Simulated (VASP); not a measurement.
# GaSnH3 (Pm-3m) in VASP: a series of runs, part 2 of 2

VASP 6.6.1. The steps go on from the part before.

### Step 3. Single point, PBE

This run uses another cell than the first one, of 14.29 Å³/atom.

Input file INCAR:

```
PREC     = Accurate       # precision mode
ENCUT    = 520            # plane-wave cutoff, eV
EDIFF    = 1E-7           # SCF threshold, eV
ISMEAR   = 0              # smearing method
SIGMA    = 0.1            # smearing width, eV
LREAL    = False          # projectors in reciprocal space
LASPH    = True           # aspherical terms in the spheres
NELM     = 80             # most SCF steps
ALGO     = Normal         # electronic algorithm
ISIF     = 2              # what is computed and relaxed
LWAVE    = False          # write WAVECAR
LCHARG   = False          # write CHGCAR
GGA      = PE             # functional
NBANDS   = 23             # bands
```

Input file KPOINTS:

```
regular mesh
0
Gamma
  10 10 10
```

Input file POSCAR:

```
GaSnH3
1.0
    4.1497702604      0.0000000000      0.0000000000
    0.0000000000      4.1497702604      0.0000000000
    0.0000000000      0.0000000000      4.1497702604
Ga Sn H
1 1 3
Direct
    0.0000000000      0.0000000000      0.0000000000
    0.5000000000      0.5000000000      0.5000000000
    0.0000000000      0.5000000000      0.5000000000
    0.5000000000      0.0000000000      0.5000000000
    0.5000000000      0.5000000000      0.0000000000
```

Potentials or basis: VASP PAW PBE potentials, release 64 (Ga_d, Sn_d, H).

The run is started by

```sh
$ cat potpaw_PBE.64/Ga_d/POTCAR potpaw_PBE.64/Sn_d/POTCAR potpaw_PBE.64/H/POTCAR > POTCAR
$ mpirun -np 1 vasp_std > vasp.out
```

OUTCAR:

```text
PREC = Accurate
   ENCUT = 520
   EDIFF = 1E-7
   ISMEAR = 0
   LREAL = False
   LASPH = True
   NELM = 80
   ISIF = 2
   GGA = PE

 ion  position               nearest neighbor table
   1  0.000  0.000  0.000-
   2  0.500  0.500  0.500-   3 2.07   4 2.07   5 2.07   5 2.07   4 2.07   3 2.07
   3  0.000  0.500  0.500-   2 2.07   2 2.07
   4  0.500  0.000  0.500-   2 2.07   2 2.07
   5  0.500  0.500  0.000-   2 2.07   2 2.07

  LATTYP: Found a simple cubic cell.
 ALAT       =     4.1497702604

  Lattice vectors:

 A1 = (   4.1497702604,   0.0000000000,   0.0000000000)
 A2 = (   0.0000000000,   4.1497702604,   0.0000000000)
 A3 = (   0.0000000000,   0.0000000000,   4.1497702604)

Analysis of symmetry for initial positions (statically):
=====================================================================
 Subroutine PRICEL returns:
 Original cell was already a primitive cell.

 Routine SETGRP: Setting up the symmetry group for a
 simple cubic supercell.

 Subroutine GETGRP returns: Found 48 space group operations
 (whereof 48 operations were pure point group operations)
 out of a pool of 48 trial point group operations.

The static configuration has the point symmetry O_h .

Analysis of symmetry for dynamics (positions and initial velocities):
=====================================================================
 Subroutine PRICEL returns:
 Original cell was already a primitive cell.

 Routine SETGRP: Setting up the symmetry group for a
 simple cubic supercell.

 Subroutine GETGRP returns: Found 48 space group operations
 (whereof 48 operations were pure point group operations)
 out of a pool of 48 trial point group operations.

The dynamic configuration has the point symmetry O_h .

 Subroutine INISYM returns: Found 48 space group operations
 (whereof 48 operations are pure point group operations),
 and found     1 'primitive' translations

----------------------------------------------------------------------------------------

                                     Primitive cell

  volume of cell :      71.4615

  direct lattice vectors                    reciprocal lattice vectors
     4.149770260  0.000000000  0.000000000     0.240977196  0.000000000  0.000000000
     0.000000000  4.149770260  0.000000000     0.000000000  0.240977196  0.000000000
     0.000000000  0.000000000  4.149770260     0.000000000  0.000000000  0.240977196

  length of vectors
     4.149770260  4.149770260  4.149770260     0.240977196  0.240977196  0.240977196

  position of ions in fractional coordinates (direct lattice)
     0.000000000  0.000000000  0.000000000
     0.500000000  0.500000000  0.500000000
     0.000000000  0.500000000  0.500000000
     0.500000000  0.000000000  0.500000000
     0.500000000  0.500000000  0.000000000

  ion indices of the primitive-cell ions
   primitive index   ion index
                 1           1
                 2           2
                 3           3
                 4           4
                 5           5

----------------------------------------------------------------------------------------

 KPOINTS: regular mesh

Automatic generation of k-mesh.
 Grid dimensions read from file:
 generate k-points for:   10   10   10

 Generating k-lattice:

  Cartesian coordinates                     Fractional coordinates (reciprocal lattice)
     0.024097720  0.000000000  0.000000000     0.100000000  0.000000000  0.000000000
     0.000000000  0.024097720  0.000000000     0.000000000  0.100000000  0.000000000
     0.000000000  0.000000000  0.024097720     0.000000000  0.000000000  0.100000000

  Length of vectors
     0.024097720  0.024097720  0.024097720

  Shift w.r.t. Gamma in fractional coordinates (k-lattice)
     0.000000000  0.000000000  0.000000000

 Subroutine IBZKPT returns following result:
 ===========================================

 Found     56 irreducible k-points:

 Following reciprocal coordinates:
            Coordinates               Weight
  0.000000  0.000000  0.000000      1.000000
  0.100000  0.000000  0.000000      6.000000
  0.200000  0.000000  0.000000      6.000000
  0.300000  0.000000  0.000000      6.000000
  0.400000  0.000000  0.000000      6.000000
  0.500000  0.000000  0.000000      3.000000
[... 16 lines left out ...]
  0.200000  0.100000  0.100000     24.000000
  0.300000  0.100000  0.100000     24.000000
 [... further k-points ...]
   k-points           NKPTS =     56   k-points in BZ     NKDIM =     56   number of bands    NBANDS=     23
   number of dos      NEDOS =    301   number of ions     NIONS =      5
   total plane-waves  NPLWV =  32768
   dimension x,y,z NGX =    32 NGY =   32 NGZ =   32
   dimension x,y,z NGXF=    64 NGYF=   64 NGZF=   64
   ions per type =               1   1   3
   NGX,Y,Z   is equivalent  to a cutoff of  12.82, 12.82, 12.82 a.u.
   NGXF,Y,Z  is equivalent  to a cutoff of  25.64, 25.64, 25.64 a.u.
 SYSTEM =  unknown system
   PREC   = accura    normal or accurate (medium, high low for compatibility)
   ISTART =      0    job   : 0-new  1-cont  2-samecut
   ICHARG =      2    charge: 1-file 2-atom 10-const
   ISPIN  =      1    spin polarized calculation?
   LNONCOLLINEAR =      F non collinear calculations
   LSORBIT =      F    spin-orbit coupling
   LASPH  =      T    aspherical Exc in radial PAW
   ENCUT  =  520.0 eV  38.22 Ry    6.18 a.u.   7.72  7.72  7.72*2*pi/ulx,y,z
   NELM   =     80;   NELMIN=  2; NELMDL= -5     # of ELM steps
   EDIFF  = 0.1E-06   stopping-criterion for ELM
   LREAL  =      F    real-space projection
   EDIFFG = 0.1E-05   stopping-criterion for IOM
   NSW    =      0    number of steps for IOM
   IBRION =     -1    ionic relax: 0-MD 1-quasi-New 2-CG
   NFREE  =      0    steps in history (QN), initial steepest desc. (CG)
   ISIF   =      2    stress and relaxation
   ISYM   =      2    0-nonsym 1-usesym 2-fastsym
   POTIM  = 0.5000    time-step for ionic-motion
   TEBEG  =    0.0;   TEEND  =   0.0 temperature during run
   PSTRESS=    0.0 pullay stress
   NELECT =      30.0000    total number of electrons
   NUPDOWN=      -1.0000    fix difference up-down
   EMIN   =  10.00;   EMAX   =-10.00  energy-range for DOS
   EFERMI =   0.00;   METHOD = LEGACY
   ISMEAR =     0;   SIGMA  =   0.10  broadening in eV -4-tet -1-fermi 0-gaus
   EFERMI_NEDOS =   21; number of points for ismear=-14 and -15
   IALGO  =     38    algorithm
   IMIX   =      4    mixing-type and parameters
     AMIX     =   0.40;   BMIX     =  1.00
     AMIX_MAG =   1.60;   BMIX_MAG =  1.00
  volume/ion in A,a.u.               =      14.29        96.45
  Fermi-wavevector in a.u.,A,eV,Ry     =   1.225814  2.316452 20.444381  1.502620
  Thomas-Fermi vector in A             =   2.360838
   LORBIT       =      0    0 simple, 1 ext, 2 COOP (PROOUT), +10 PAW based schemes
   GGA     = PE    functional components
   LHFCALC =     F    Hartree Fock is set to
   AEXX    =    0.0000 exact exchange contribution
   IVDW    =     0    specifies the selected vdW correction
   LEPSILON=     F    determine dielectric tensor
   LRPA    =     F    only Hartree local field effects (RPA)
 non-spin polarized calculation
 Gauss-broadening in eV      SIGMA  =   0.10
  energy-cutoff  :      520.00
  volume of cell :       71.46
 maximum number of plane-waves:      1956
 NGX is ok and might be reduce to    32
   NGX = 15   NGY = 15   NGZ = 15

 number of electron      29.9999973 magnetization

 Free energy of the ion-electron system (eV)
  ---------------------------------------------------
  ext. energy  EPLUGINS =         0.00000000
  ---------------------------------------------------
  free energy    TOTEN  =       -14.33550709 eV

  energy without entropy =      -14.32644503  energy(sigma->0) =      -14.33097606

 E-fermi :   4.4515     XC(G=0):  -9.3507

 val. band max:        4.4446723976   @ k =   0.2000   0.2000   0.0000
 cond. band min:       4.4519634805   @ k =   0.2000   0.2000   0.1000
 fundamental gap:      0.0072910829
 Fermi energy:         4.4515182811

 k-point     1 :       0.0000    0.0000    0.0000
  band No.  band energies     occupation
      1     -17.2685      2.00000
      2     -17.2685      2.00000
      3     -17.1890      2.00000
      4     -17.1890      2.00000
      5     -17.1890      2.00000
      6     -11.1792      2.00000
[... 15 lines left out ...]
     22      12.9299      0.00000
     23      12.9299      0.00000
[... 575 lines left out ...]
      1     -17.2617      2.00000
      2     -17.2377      2.00000
      3     -17.1934      2.00000
      4     -17.1933      2.00000
      5     -17.1898      2.00000
      6     -11.1766      2.00000
[... 15 lines left out ...]
     22      11.3308      0.00000
     23      12.7951      0.00000

 [... further k-points ...]
[... 5 lines left out ...]
  --------------------------------------------------------------------------------------
  -------------------------------------------------------------------------------------
  Total       -0.0263795     -0.0263795     -0.0263795      0.0000000      0.0000000     -0.0000000
  in kB       -0.5914317     -0.5914317     -0.5914317      0.0000000      0.0000000     -0.0000000
  external PRESSURE =      -0.5914317 kB  Pullay stress =       0.0000000 kB

 VOLUME and BASIS-vectors are now :
 -----------------------------------------------------------------------------
  energy-cutoff  :      520.00
  volume of cell :       71.46
      direct lattice vectors                 reciprocal lattice vectors
     4.149770260  0.000000000  0.000000000     0.240977196  0.000000000  0.000000000
     0.000000000  4.149770260  0.000000000     0.000000000  0.240977196  0.000000000
     0.000000000  0.000000000  4.149770260     0.000000000  0.000000000  0.240977196

 POSITION                                       TOTAL-FORCE (eV/Angst)
 -----------------------------------------------------------------------------------
      0.00000      0.00000      0.00000         0.000000      0.000000      0.000000
      2.07489      2.07489      2.07489         0.000000      0.000000      0.000000
      0.00000      2.07489      2.07489         0.000000      0.000000      0.000000
      2.07489      0.00000      2.07489         0.000000      0.000000      0.000000
      2.07489      2.07489      0.00000         0.000000      0.000000      0.000000
 -----------------------------------------------------------------------------------
    total drift:                                0.000000      0.000000     -0.000000

  FREE ENERGIE OF THE ION-ELECTRON SYSTEM (eV)
  ---------------------------------------------------
  free  energy   TOTEN  =       -14.3355070937 eV

  energy  without entropy=      -14.3264450295  energy(sigma->0) =      -14.33097606
```

It took 1.7 min on 1 thread of Intel Xeon 8259CL, shared host; peak memory 0.24 GiB.

What came out:

```yaml
Free_energy: -14.3355 eV
Pressure: -0.1 GPa
Band_gap_on_the_k_mesh: zero (bands 15 and 16 overlap by 1.58 eV)
```

Caveat: spin-orbit coupling is left out, which moves the levels of the heavy elements.

### Step 4. Relaxation of cell and atoms, PBE

Input file INCAR:

```
  ALGO = Normal
  EDIFF = 1E-6
  EDIFFG = -0.01
  ENCUT = 600
  GGA = PE
  IBRION = 2
  ISIF = 3
  ISMEAR = 0
  LASPH = T
  LCHARG = F
  LREAL = F
  LWAVE = F
  NELM = 60
  NSW = 100
  PREC = Accurate
  SIGMA = 0.1
```

Input file KPOINTS:

```
k-points
0
Gamma
  10 10 10
```

POSCAR: that of step 3 with these lines changed.

```diff
@@ -2,5 +2,5 @@
 1.0
-    4.1497702604      0.0000000000      0.0000000000
-    0.0000000000      4.1497702604      0.0000000000
-    0.0000000000      0.0000000000      4.1497702604
+    4.1632441300      0.0000000000      0.0000000000
+    0.0000000000      4.1632441300      0.0000000000
+    0.0000000000      0.0000000000      4.1632441300
 Ga Sn H
```

Potentials or basis: VASP PAW PBE potentials, release 64 (Ga_d, Sn_d, H).

The run is started by

```sh
$ cat potpaw_PBE.64/Ga_d/POTCAR potpaw_PBE.64/Sn_d/POTCAR potpaw_PBE.64/H/POTCAR > POTCAR
$ mpirun -np 1 vasp_std > vasp.out
```

OUTCAR:

```text
EDIFF = 1E-6
   EDIFFG = -0.01
   ENCUT = 600
   GGA = PE
   IBRION = 2
   ISIF = 3
   ISMEAR = 0
   LASPH = T
   LREAL = F
   NELM = 60
   NSW = 100
   PREC = Accurate

 ion  position               nearest neighbor table
   1  0.000  0.000  0.000-
   2  0.500  0.500  0.500-   3 2.08   4 2.08   5 2.08   5 2.08   4 2.08   3 2.08
   3  0.000  0.500  0.500-   2 2.08   2 2.08
   4  0.500  0.000  0.500-   2 2.08   2 2.08
   5  0.500  0.500  0.000-   2 2.08   2 2.08

  LATTYP: Found a simple cubic cell.
 ALAT       =     4.1632441300

  Lattice vectors:

 A1 = (   4.1632441300,   0.0000000000,   0.0000000000)
 A2 = (   0.0000000000,   4.1632441300,   0.0000000000)
 A3 = (   0.0000000000,   0.0000000000,   4.1632441300)

Analysis of symmetry for initial positions (statically):
=====================================================================
 Subroutine PRICEL returns:
 Original cell was already a primitive cell.

 Routine SETGRP: Setting up the symmetry group for a
 simple cubic supercell.

 Subroutine GETGRP returns: Found 48 space group operations
[... 174 lines left out ...]

------------------------ aborting loop because EDIFF is reached ----------------------------------------

  FORCE on cell =-STRESS in cart. coord.  units (eV):
  Direction    XX          YY          ZZ          XY          YZ          ZX
  --------------------------------------------------------------------------------------
  -------------------------------------------------------------------------------------
  Total       -0.1464355     -0.1464355     -0.1464355      0.0000000      0.0000000      0.0000000
  in kB       -3.2513313     -3.2513313     -3.2513313      0.0000000      0.0000000      0.0000000
  external PRESSURE =      -3.2513313 kB  Pullay stress =       0.0000000 kB
[... 65 lines left out ...]
--------------------------------------- Ionic step        3  -------------------------------------------

 number of electron      29.9999988 magnetization

 Free energy of the ion-electron system (eV)
  ---------------------------------------------------
  ext. energy  EPLUGINS =         0.00000000
  ---------------------------------------------------
  free energy    TOTEN  =       -14.33645833 eV

  energy without entropy =      -14.32741812  energy(sigma->0) =      -14.33193822

 E-fermi :   4.4365     XC(G=0):  -9.3428

 val. band max:        4.4363965546   @ k =   0.4000   0.4000   0.0000
 cond. band min:       4.4771129522   @ k =   0.4000   0.3000   0.3000
 fundamental gap:      0.0407163976
 Fermi energy:         4.4365447437

 k-point     1 :       0.0000    0.0000    0.0000
  band No.  band energies     occupation
      1     -17.2802      2.00000
      2     -17.2802      2.00000
      3     -17.2012      2.00000
      4     -17.2012      2.00000
      5     -17.2012      2.00000
      6     -11.1962      2.00000
[... 505 lines left out ...]
      6     -11.1936      2.00000
[... 11 lines left out ...]
     18       7.1022      0.00000
     19       7.5196      0.00000

 [... further k-points ...]
[... 5 lines left out ...]
  --------------------------------------------------------------------------------------
  -------------------------------------------------------------------------------------
  Total       -0.0236547     -0.0236547     -0.0236547     -0.0000000     -0.0000000      0.0000000
  in kB       -0.5294108     -0.5294108     -0.5294108     -0.0000000     -0.0000000      0.0000000
  external PRESSURE =      -0.5294108 kB  Pullay stress =       0.0000000 kB
[... 20 lines left out ...]
  FREE ENERGIE OF THE ION-ELECTRON SYSTEM (eV)
  ---------------------------------------------------
  free  energy   TOTEN  =       -14.3364583303 eV

  energy  without entropy=      -14.3274181173  energy(sigma->0) =      -14.33193822

 reached required accuracy - stopping structural energy minimisation
```

OSZICAR:

```text
N       E                     dE             d eps       ncg     rms          rms(c)
DAV:   1     0.186742984471E+03    0.18674E+03   -0.16842E+04  2152   0.248E+03
DAV:   2     0.465419584564E+01   -0.18209E+03   -0.17845E+03  2168   0.455E+02
DAV:   3    -0.144121114197E+02   -0.19066E+02   -0.18538E+02  2491   0.138E+02
DAV:   4    -0.150950047791E+02   -0.68289E+00   -0.67027E+00  2429   0.258E+01
[... 20 lines left out ...]
DAV:   2    -0.143372770107E+02    0.32833E-02   -0.64877E-03  2431   0.134E+00    0.162E-01
DAV:   3    -0.143365130978E+02    0.76391E-03   -0.20109E-03  2801   0.701E-01    0.260E-02
DAV:   4    -0.143364635218E+02    0.49576E-04   -0.10166E-04  2251   0.134E-01    0.109E-02
DAV:   5    -0.143364584377E+02    0.50841E-05   -0.68434E-06  2279   0.279E-02    0.325E-03
DAV:   6    -0.143364583303E+02    0.10737E-06   -0.96516E-07  1094   0.166E-02
   3 F= -.14336458E+02 E0= -.14331938E+02  d E =-.689583E-03
```

CONTCAR:

```text
GaSnH3
   1.00000000000000
     4.1522030191822905    0.0000000000000000    0.0000000000000000
     0.0000000000000000    4.1522030191822905    0.0000000000000000
    -0.0000000000000000    0.0000000000000000    4.1522030191822905
  Ga              Sn              H
     1     1     3
Direct
     0.0000000000000000    0.0000000000000000    0.0000000000000000
     0.5000000000000000    0.5000000000000000    0.5000000000000000
     0.0000000000000000    0.5000000000000000    0.5000000000000000
     0.5000000000000000    0.0000000000000000    0.5000000000000000
     0.5000000000000000    0.5000000000000000    0.0000000000000000

  0.00000000E+00  0.00000000E+00  0.00000000E+00
  0.00000000E+00  0.00000000E+00  0.00000000E+00
  0.00000000E+00  0.00000000E+00  0.00000000E+00
  0.00000000E+00  0.00000000E+00  0.00000000E+00
  0.00000000E+00  0.00000000E+00  0.00000000E+00
```

Wall time 3.8 min (1 thread of Intel Xeon 8259CL, shared host); peak memory 0.29 GiB.

Results:

| Quantity | Value |
| --- | --- |
| Free energy | -14.3365 eV |
| Relaxed volume | 14.32 Å³/atom |
| Relaxed cell | a = 4.152 Å, b = 4.152 Å, c = 4.152 Å, α = 90.00°, β = 90.00°, γ = 90.00° |
| Space group after relaxing (to 0.1 Å) | Pm-3m (No. 221) |
| Energy gained by relaxing | 0.1 meV/atom |
| Ionic steps | 3 |
| Pressure after relaxing | -0.1 GPa |
| Band gap on the k mesh | zero (bands 15 and 16 overlap by 1.57 eV) |

The path:
| step | energy change (eV) | largest force (eV/Å) | pressure (GPa) | volume (Å³) |
| --- | --- | --- | --- | --- |
| 1 | 0.0000 | 0.0000 | -0.33 | 72.16 |
| 2 | -0.0005 | 0.0000 | -0.17 | 71.85 |
| 3 | -0.0007 | 0.0000 | -0.05 | 71.59 |

Final structure:
```cif
data_structure
_symmetry_space_group_name_H-M 'P 1'
_symmetry_Int_Tables_number 1
_cell_length_a 4.1522
_cell_length_b 4.1522
_cell_length_c 4.1522
_cell_angle_alpha 90.000
_cell_angle_beta 90.000
_cell_angle_gamma 90.000
_cell_volume 71.59
loop_
_atom_site_label
_atom_site_type_symbol
_atom_site_fract_x
_atom_site_fract_y
_atom_site_fract_z
_atom_site_occupancy
Ga1 Ga 0.00000 0.00000 0.00000 1
Sn1 Sn 0.50000 0.50000 0.50000 1
H1 H 0.00000 0.50000 0.50000 1
H2 H 0.50000 0.00000 0.50000 1
H3 H 0.50000 0.50000 0.00000 1
```

Levels at points of the mesh, in eV from the Fermi level:
```csv
k point,band 13,band 14,band 15,band 16,band 17,band 18
"(0.00, 0.00, 0.00)",-2.64,-2.64,-0.68,-0.68,-0.68,5.14
"(0.50, 0.00, 0.00)",-2.96,-2.40,0.79,0.95,0.95,2.10
"(0.50, 0.50, 0.00)",-6.20,-5.57,0.27,1.74,1.83,1.83
"(0.50, 0.50, 0.50)",-5.54,-5.54,-4.80,-0.79,-0.79,-0.79
```

Caveat: spin-orbit coupling is left out, which moves the levels of the heavy elements.

### Step 5. Summary

```csv
task,cell,k mesh,cutoff (eV),gap on the mesh (eV),pressure (GPa)
single point,"a = 4.163 Å, 5 atoms",4 × 4 × 4,520,none,-0.9
single point,"a = 4.150 Å, 5 atoms",10 × 10 × 10,520,none,-0.1
relaxation of cell and atoms,"relaxed from a = 4.163 Å, 5 atoms",10 × 10 × 10,600,none,-0.1
```

Alike in all rows: level PBE; potentials or basis VASP PAW PBE potentials, release 64 (Ga_d, Sn_d, H); no spin polarisation; smearing gaussian 0.1 eV.

Caveats: some runs use coarse meshes; spin-orbit coupling is left out, which moves the levels of the heavy elements.

Total energies depend on the potentials used, so only differences within one code and one set of settings carry meaning.
